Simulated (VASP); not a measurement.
# BiB (P6_3mc) in VASP: notebook

BiB is run at these levels: PBE, r2SCAN; tasks: single point.

All numbers are computed with VASP 6.6.1; they aren't measurements. Logs are shortened: lines on timing, memory, paths and dates and some standing lists are left out, and cuts for length are marked.

## Step 1: The cell of the first run

The structure is hexagonal, space group P6_3mc (No. 186). The conventional cell has a = 3.769 Å, b = 3.769 Å, c = 6.216 Å, α = 90.00°, β = 90.00°, γ = 120.00°. Within 3.1 Å of B (site symmetry 3m) lie 4 Bi at 2.31 to 2.33 Å. Bi (site symmetry 3m) has 4 B at 2.31 to 2.33 Å within 3.1 Å.

## Step 2: Single point, PBE (strain -2.5%)

INCAR

```
PREC = Accurate
ENCUT = 520
EDIFF = 1E-6
ISMEAR = -1
SIGMA = 0.02
LREAL = F
LASPH = T
NELM = 100
ALGO = Normal
ISIF = 2
LWAVE = F
LCHARG = F
GGA = PE
NBANDS = 26
```

KPOINTS

```
regular mesh
0
Gamma
  12 12 4
```

POSCAR

```
BiB
1.0
    3.7689370605      0.0000000000      0.0000000000
   -1.8844685302      3.2639952396      0.0000000000
    0.0000000000      0.0000000000      6.2160607258
B Bi
2 2
Direct
    0.3333333333      0.6666666667      0.0004442028
    0.6666666667      0.3333333333      0.5004442028
    0.3333333333      0.6666666667      0.3745557972
    0.6666666667      0.3333333333      0.8745557972
```

Potentials or basis: VASP PAW PBE potentials, release 64 (B, Bi_d).

Run with:

```
$ cat potpaw_PBE.64/B/POTCAR potpaw_PBE.64/Bi_d/POTCAR > POTCAR
$ mpirun -np 1 vasp_std > vasp.out
```

OUTCAR:

```text
PREC = Accurate
   ENCUT = 520
   EDIFF = 1E-6
   ISMEAR = -1
   LREAL = F
   LASPH = T
   NELM = 100
   ISIF = 2
   GGA = PE

 ion  position               nearest neighbor table
   1  0.333  0.667  0.000-   4 2.31   4 2.31   4 2.31   3 2.33
   2  0.667  0.333  0.500-   3 2.31   3 2.31   3 2.31   4 2.33
   3  0.333  0.667  0.375-   2 2.31   2 2.31   2 2.31   1 2.33   4 3.79   4 3.79   4 3.79   4 3.79
                             4 3.79   4 3.79
   4  0.667  0.333  0.875-   1 2.31   1 2.31   1 2.31   2 2.33   3 3.79   3 3.79   3 3.79   3 3.79
                             3 3.79   3 3.79

  LATTYP: Found a hexagonal cell.
 ALAT       =     3.7689370605
 C/A-ratio  =     1.6492874850

  Lattice vectors:

 A1 = (   3.7689370605,   0.0000000000,   0.0000000000)
 A2 = (  -1.8844685302,   3.2639952396,   0.0000000000)
 A3 = (   0.0000000000,   0.0000000000,   6.2160607258)

Analysis of symmetry for initial positions (statically):
=====================================================================
 Subroutine PRICEL returns:
 Original cell was already a primitive cell.

 Routine SETGRP: Setting up the symmetry group for a
 hexagonal supercell.

 Subroutine GETGRP returns: Found 12 space group operations
 (whereof  6 operations were pure point group operations)
 out of a pool of 24 trial point group operations.

The static configuration has the point symmetry C_3v.
 The point group associated with its full space group is C_6v.

Analysis of symmetry for dynamics (positions and initial velocities):
=====================================================================
 Subroutine PRICEL returns:
 Original cell was already a primitive cell.

 Routine SETGRP: Setting up the symmetry group for a
 hexagonal supercell.

 Subroutine GETGRP returns: Found 12 space group operations
 (whereof  6 operations were pure point group operations)
 out of a pool of 24 trial point group operations.

The dynamic configuration has the point symmetry C_3v.
 The point group associated with its full space group is C_6v.

 Subroutine INISYM returns: Found 12 space group operations
 (whereof  6 operations are pure point group operations),
 and found     1 'primitive' translations

----------------------------------------------------------------------------------------

                                     Primitive cell

  volume of cell :      76.4687

  direct lattice vectors                    reciprocal lattice vectors
     3.768937060  0.000000000  0.000000000     0.265326797  0.153186498  0.000000000
    -1.884468530  3.263995240  0.000000000     0.000000000  0.306372996  0.000000000
     0.000000000  0.000000000  6.216060726     0.000000000  0.000000000  0.160873589

  length of vectors
     3.768937060  3.768937060  6.216060726     0.306372996  0.306372996  0.160873589

  position of ions in fractional coordinates (direct lattice)
     0.333333333  0.666666667  0.000444203
     0.666666667  0.333333333  0.500444203
     0.333333333  0.666666667  0.374555797
     0.666666667  0.333333333  0.874555797

  ion indices of the primitive-cell ions
   primitive index   ion index
                 1           1
                 2           2
                 3           3
                 4           4

----------------------------------------------------------------------------------------

 KPOINTS: regular mesh

Automatic generation of k-mesh.
 Grid dimensions read from file:
 generate k-points for:   12   12    4

 Generating k-lattice:

  Cartesian coordinates                     Fractional coordinates (reciprocal lattice)
     0.022110566  0.012765541  0.000000000     0.083333333  0.000000000  0.000000000
     0.000000000  0.025531083  0.000000000     0.000000000  0.083333333  0.000000000
     0.000000000  0.000000000  0.040218397     0.000000000  0.000000000  0.250000000

  Length of vectors
     0.025531083  0.025531083  0.040218397

  Shift w.r.t. Gamma in fractional coordinates (k-lattice)
     0.000000000  0.000000000  0.000000000

 Subroutine IBZKPT returns following result:
 ===========================================

 Found     57 irreducible k-points:

 Following reciprocal coordinates:
            Coordinates               Weight
  0.000000  0.000000  0.000000      1.000000
  0.083333 -0.000000  0.000000      6.000000
  0.166667 -0.000000  0.000000      6.000000
  0.250000 -0.000000  0.000000      6.000000
  0.333333 -0.000000  0.000000      6.000000
  0.416667 -0.000000  0.000000      6.000000
[... 16 lines left out ...]
  0.250000 -0.000000  0.250000     12.000000
  0.333333 -0.000000  0.250000     12.000000
 [... further k-points ...]
   k-points           NKPTS =     57   k-points in BZ     NKDIM =     57   number of bands    NBANDS=     26
   number of dos      NEDOS =    301   number of ions     NIONS =      4
   total plane-waves  NPLWV =  37632
   dimension x,y,z NGX =    28 NGY =   28 NGZ =   48
   dimension x,y,z NGXF=    56 NGYF=   56 NGZF=   96
   ions per type =               2   2
   NGX,Y,Z   is equivalent  to a cutoff of  12.35, 12.35, 12.84 a.u.
   NGXF,Y,Z  is equivalent  to a cutoff of  24.70, 24.70, 25.67 a.u.
 SYSTEM =  unknown system
   PREC   = accura    normal or accurate (medium, high low for compatibility)
   ISTART =      0    job   : 0-new  1-cont  2-samecut
   ICHARG =      2    charge: 1-file 2-atom 10-const
   ISPIN  =      1    spin polarized calculation?
   LNONCOLLINEAR =      F non collinear calculations
   LSORBIT =      F    spin-orbit coupling
   LASPH  =      T    aspherical Exc in radial PAW
   ENCUT  =  520.0 eV  38.22 Ry    6.18 a.u.   7.01  7.01 11.56*2*pi/ulx,y,z
   NELM   =    100;   NELMIN=  2; NELMDL= -5     # of ELM steps
   EDIFF  = 0.1E-05   stopping-criterion for ELM
   LREAL  =      F    real-space projection
   EDIFFG = 0.1E-04   stopping-criterion for IOM
   NSW    =      0    number of steps for IOM
   IBRION =     -1    ionic relax: 0-MD 1-quasi-New 2-CG
   NFREE  =      0    steps in history (QN), initial steepest desc. (CG)
   ISIF   =      2    stress and relaxation
   ISYM   =      2    0-nonsym 1-usesym 2-fastsym
   POTIM  = 0.5000    time-step for ionic-motion
   TEBEG  =    0.0;   TEEND  =   0.0 temperature during run
   PSTRESS=    0.0 pullay stress
   NELECT =      36.0000    total number of electrons
   NUPDOWN=      -1.0000    fix difference up-down
   EMIN   =  10.00;   EMAX   =-10.00  energy-range for DOS
   EFERMI =   0.00;   METHOD = LEGACY
   ISMEAR =    -1;   SIGMA  =   0.02  broadening in eV -4-tet -1-fermi 0-gaus
   EFERMI_NEDOS =   21; number of points for ismear=-14 and -15
   IALGO  =     38    algorithm
   IMIX   =      4    mixing-type and parameters
     AMIX     =   0.40;   BMIX     =  1.00
     AMIX_MAG =   1.60;   BMIX_MAG =  1.00
  volume/ion in A,a.u.               =      19.12       129.01
  Fermi-wavevector in a.u.,A,eV,Ry     =   1.273545  2.406652 22.067534  1.621918
  Thomas-Fermi vector in A             =   2.406363
   LORBIT       =      0    0 simple, 1 ext, 2 COOP (PROOUT), +10 PAW based schemes
   GGA     = PE    functional components
   LHFCALC =     F    Hartree Fock is set to
   AEXX    =    0.0000 exact exchange contribution
   IVDW    =     0    specifies the selected vdW correction
   LEPSILON=     F    determine dielectric tensor
   LRPA    =     F    only Hartree local field effects (RPA)
 non-spin polarized calculation
  energy-cutoff  :      520.00
  volume of cell :       76.47
 maximum number of plane-waves:      2077
 NGX is ok and might be reduce to    28
   NGX = 13   NGY = 13   NGZ = 23

 number of electron      35.9999999 magnetization

 Free energy of the ion-electron system (eV)
  ---------------------------------------------------
  ext. energy  EPLUGINS =         0.00000000
  ---------------------------------------------------
  free energy    TOTEN  =       -17.77850767 eV

  energy without entropy =      -17.77850722  energy(sigma->0) =      -17.77850745

 E-fermi :   8.3945     XC(G=0): -10.3927

 val. band max:        8.2215939505   @ k =   0.0000   0.0000   0.0000
 cond. band min:       8.5535756532   @ k =   0.0000   0.0000   0.0000
 fundamental gap:      0.3319817027
 Fermi energy:         8.3945174527

 k-point     1 :       0.0000    0.0000    0.0000
  band No.  band energies     occupation
      1     -15.1963      2.00000
      2     -15.1902      2.00000
      3     -15.1831      2.00000
      4     -15.1831      2.00000
      5     -15.1663      2.00000
      6     -15.1663      2.00000
[... 18 lines left out ...]
     25      13.2646      0.00000
     26      14.2622      0.00000

 k-point     2 :       0.0833   -0.0000    0.0000
  band No.  band energies     occupation
      1     -15.1950      2.00000
      2     -15.1914      2.00000
      3     -15.1825      2.00000
      4     -15.1789      2.00000
      5     -15.1618      2.00000
      6     -15.1609      2.00000
[... 18 lines left out ...]
     25      13.5554      0.00000
     26      14.9476      0.00000

 k-point     3 :       0.1667   -0.0000    0.0000
  band No.  band energies     occupation
      1     -15.2029      2.00000
      2     -15.1855      2.00000
      3     -15.1796      2.00000
      4     -15.1688      2.00000
      5     -15.1492      2.00000
      6     -15.1463      2.00000
[... 18 lines left out ...]
     25      14.2920      0.00000
     26      14.5573      0.00000

 k-point     4 :       0.2500   -0.0000    0.0000
  band No.  band energies     occupation
      1     -15.2139      2.00000
      2     -15.1859      2.00000
      3     -15.1692      2.00000
      4     -15.1599      2.00000
      5     -15.1324      2.00000
      6     -15.1272      2.00000
[... 18 lines left out ...]
     25      14.7464      0.00000
     26      14.8660      0.00000
[... 496 lines left out ...]
      1     -15.2018      2.00000
      2     -15.1923      2.00000
      3     -15.1737      2.00000
      4     -15.1664      2.00000
      5     -15.1540      2.00000
      6     -15.1502      2.00000
[... 18 lines left out ...]
     25      13.8576      0.00000
     26      14.6139      0.00000

 k-point    23 :       0.2500   -0.0000    0.2500
  band No.  band energies     occupation
      1     -15.2116      2.00000
      2     -15.1948      2.00000
      3     -15.1638      2.00000
      4     -15.1546      2.00000
      5     -15.1400      2.00000
      6     -15.1314      2.00000
[... 18 lines left out ...]
     25      14.6265      0.00000
     26      14.7617      0.00000

 k-point    24 :       0.3333   -0.0000    0.2500
  band No.  band energies     occupation
      1     -15.2205      2.00000
      2     -15.1992      2.00000
      3     -15.1571      2.00000
      4     -15.1482      2.00000
      5     -15.1298      2.00000
      6     -15.1144      2.00000
[... 18 lines left out ...]
     25      14.9561      0.00000
     26      15.6210      0.00000

 [... further k-points ...]

------------------------ aborting loop because EDIFF is reached ----------------------------------------

  FORCE on cell =-STRESS in cart. coord.  units (eV):
  Direction    XX          YY          ZZ          XY          YZ          ZX
  --------------------------------------------------------------------------------------
  -------------------------------------------------------------------------------------
  Total        3.9933337      3.9933337      3.9749783      0.0000000      0.0000000      0.0000000
  in kB       83.6686064     83.6686064     83.2840223      0.0000000      0.0000000      0.0000000
  external PRESSURE =      83.5404117 kB  Pullay stress =       0.0000000 kB

 VOLUME and BASIS-vectors are now :
 -----------------------------------------------------------------------------
  energy-cutoff  :      520.00
  volume of cell :       76.47
      direct lattice vectors                 reciprocal lattice vectors
     3.768937060  0.000000000  0.000000000     0.265326797  0.153186498  0.000000000
    -1.884468530  3.263995240  0.000000000     0.000000000  0.306372996  0.000000000
     0.000000000  0.000000000  6.216060726     0.000000000  0.000000000  0.160873589

 POSITION                                       TOTAL-FORCE (eV/Angst)
 -----------------------------------------------------------------------------------
     -0.00000      2.17600      0.00276         0.000000     -0.000000     -0.003971
      1.88447      1.08800      3.11079        -0.000000      0.000000     -0.003971
     -0.00000      2.17600      2.32826        -0.000000      0.000000      0.003971
      1.88447      1.08800      5.43629         0.000000      0.000000      0.003971
 -----------------------------------------------------------------------------------
    total drift:                                0.000000      0.000000     -0.000013

  FREE ENERGIE OF THE ION-ELECTRON SYSTEM (eV)
  ---------------------------------------------------
  free  energy   TOTEN  =       -17.7785076735 eV

  energy  without entropy=      -17.7785072190  energy(sigma->0) =      -17.77850745
```

Wall time 87 s (1 thread of AMD EPYC 7R43 (Zen 3), shared host); peak memory 0.21 GiB.

Results:

| Item | Value |
| --- | --- |
| Free energy | -17.7785 eV |
| Pressure | 8.4 GPa |
| Largest force | 0.004 eV/Å |
| Band gap on the k mesh | 0.33 eV, direct |

Forces on the atoms (eV/Å):
```
B    0.000  0.000 -0.004
B    0.000  0.000 -0.004
Bi   0.000  0.000  0.004
Bi   0.000  0.000  0.004
```

Caveat: the cell differs from its parent crystal (strain -2.5%); spin-orbit coupling is left out, which moves the levels of the heavy elements. A k mesh can miss the band edges.

## Step 3: Single point, r2SCAN (strain -2.5%)

POSCAR is that of step 2.

INCAR.step1

```
SYSTEM = BiB
PREC = Accurate
ENCUT = 520
ISMEAR = 0
SIGMA = 0.01
LREAL = .False.
LASPH = .True.
NELM = 60
NBANDS = 26
GGA = PE
ALGO = Normal
EDIFF = 1E-4
LWAVE = .True.
LCHARG = .False.
```

INCAR.step2

```
SYSTEM = BiB
PREC = Accurate
ENCUT = 520
EDIFF = 1E-7
ISMEAR = 0
SIGMA = 0.01
LREAL = .False.
LASPH = .True.
NELM = 60
ALGO = Normal
ISIF = 2
LWAVE = .False.
LCHARG = .False.
METAGGA = R2SCAN
LMIXTAU = .True.
NBANDS = 26
ISTART = 1
```

KPOINTS

```
regular mesh
0
Gamma
  12 12 4
  0 0 0
```

Potentials or basis: VASP PAW PBE potentials, release 64 (B, Bi_d).

Run with:

```
$ cat potpaw_PBE.64/B/POTCAR potpaw_PBE.64/Bi_d/POTCAR > POTCAR
$ cp INCAR.step1 INCAR
$ mpirun -np 1 vasp_std > vasp.out
$ cp INCAR.step2 INCAR
$ mpirun -np 1 vasp_std > vasp.out
```

It took 3.4 min on 1 thread of Intel Xeon Platinum 8488C (Sapphire Rapids), shared host; peak memory 0.25 GiB.

The run converged. Its results:

* Free energy: -128.4591 eV
* Pressure: 7.2 GPa
* Band gap on the k mesh: 0.46 eV, direct

Stress tensor (GPa, compression positive):
```
7.12 0.00 0.00
0.00 7.12 0.00
0.00 0.00 7.27
```

Levels at points of the mesh, in eV from the valence-band top:
| k point | band 15 | band 16 | band 17 | band 18 | band 19 | band 20 | band 21 | band 22 |
| --- | --- | --- | --- | --- | --- | --- | --- | --- |
| (0.00, 0.00, 0.00) | -2.00 | -0.29 | 0.00 | 0.00 | 0.46 | 1.07 | 2.73 | 2.73 |
| (0.50, 0.00, 0.00) | -5.85 | -4.10 | -3.63 | -2.00 | 0.71 | 2.10 | 3.39 | 4.43 |
| (0.00, 0.00, 0.50) | -1.20 | -1.20 | -1.20 | -1.20 | 1.19 | 1.19 | 3.98 | 3.98 |
| (0.50, 0.00, 0.50) | -3.27 | -3.27 | -3.22 | -3.22 | 0.83 | 0.83 | 2.55 | 2.55 |

Caveat: the cell differs from its parent crystal (strain -2.5%); the PAW data sets were made with another functional, which shifts forces and pressure a little; spin-orbit coupling is left out, which moves the levels of the heavy elements. A k mesh can miss the band edges.
